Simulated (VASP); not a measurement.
O:

```
CELL_PARAMETERS angstrom
1.76370 1.01827 3.88187
-1.76370 1.01827 3.88187
0.00000 -2.03655 3.88187
ATOMIC_POSITIONS crystal
O 0.94768 0.94768 0.94768
O 0.05232 0.05232 0.05232
```

| Item | Value |
| --- | --- |
| Program | VASP 6.6.1 |
| Task | relaxation of cell and atoms |
| Functional | PBE |
| Potentials or basis | VASP PAW PBE potentials, release 64 (O) |
| Cutoff | 600 eV |
| k mesh | 9 × 9 × 9 |
| Occupations | gaussian, width 0.02 eV |
| Spin | collinear spin, ferromagnetic start |
| Starting moments | [0.61, 0.61] μB |

At the start: pressure 1.8 GPa; volume 20.91 Å³/atom.

Problem. Where does the relaxation end?

Solution. Over 28 steps the energy falls by 5.1 meV/atom and the volume is 22.63 Å³/atom (+8.2 %); space group R-3m (No. 166, to 0.05 Å); moment 2.00 μB per cell.

The path:
| step | energy change (eV) | largest force (eV/Å) | pressure (GPa) | volume (Å³) |
| --- | --- | --- | --- | --- |
| 1 | 0.0000 | 1.1195 | 1.83 | 41.83 |
| 2 | 0.4809 | 6.0957 | -10.18 | 43.28 |
| 3 | -0.0076 | 0.2410 | -0.29 | 41.98 |
| 4 | -0.0080 | 0.0484 | 0.01 | 41.95 |
| 5 | -0.0080 | 0.0021 | 0.09 | 41.94 |
| 6 | -0.0080 | 0.0187 | 0.12 | 41.94 |
| 7 | -0.0081 | 0.0174 | 0.11 | 42.00 |
| 8 | -0.0083 | 0.0135 | 0.10 | 42.18 |
| 9 | -0.0087 | 0.0075 | 0.06 | 42.55 |
| 10 | -0.0094 | 0.0055 | 0.02 | 43.28 |
| 11 | -0.0100 | 0.0274 | -0.06 | 44.75 |
| 12 | -0.0078 | 0.5804 | 0.82 | 44.87 |
| 13 | -0.0100 | 0.0117 | 0.00 | 44.76 |
| 14 | -0.0100 | 0.0134 | 0.00 | 44.76 |
| 15 | -0.0100 | 0.0330 | 0.03 | 44.79 |
| 16 | -0.0101 | 0.0823 | 0.09 | 44.86 |
| 17 | -0.0101 | 0.0816 | 0.09 | 44.87 |
| 18 | -0.0101 | 0.0804 | 0.09 | 44.87 |
| 19 | -0.0101 | 0.0776 | 0.08 | 44.88 |
| 20 | -0.0101 | 0.0711 | 0.08 | 44.90 |
| 21 | -0.0101 | 0.0592 | 0.06 | 44.93 |
| 22 | -0.0102 | 0.0367 | 0.02 | 45.00 |
| 23 | -0.0102 | 0.0079 | -0.04 | 45.13 |
| 24 | -0.0102 | 0.0892 | -0.16 | 45.39 |
| 25 | -0.0102 | 0.0242 | -0.07 | 45.19 |
| 26 | -0.0102 | 0.0138 | -0.05 | 45.22 |
| 27 | -0.0102 | 0.0194 | -0.01 | 45.30 |
| 28 | -0.0102 | 0.0044 | -0.03 | 45.26 |

Final structure:
```
CELL_PARAMETERS angstrom
1.86054 1.07418 3.77479
-1.86054 1.07418 3.77479
0.00000 -2.14837 3.77479
ATOMIC_POSITIONS crystal
O 0.94554 0.94554 0.94554
O 0.05446 0.05446 0.05446
```

Caveat: the standard files for N, O and F lose accuracy on very short bonds.
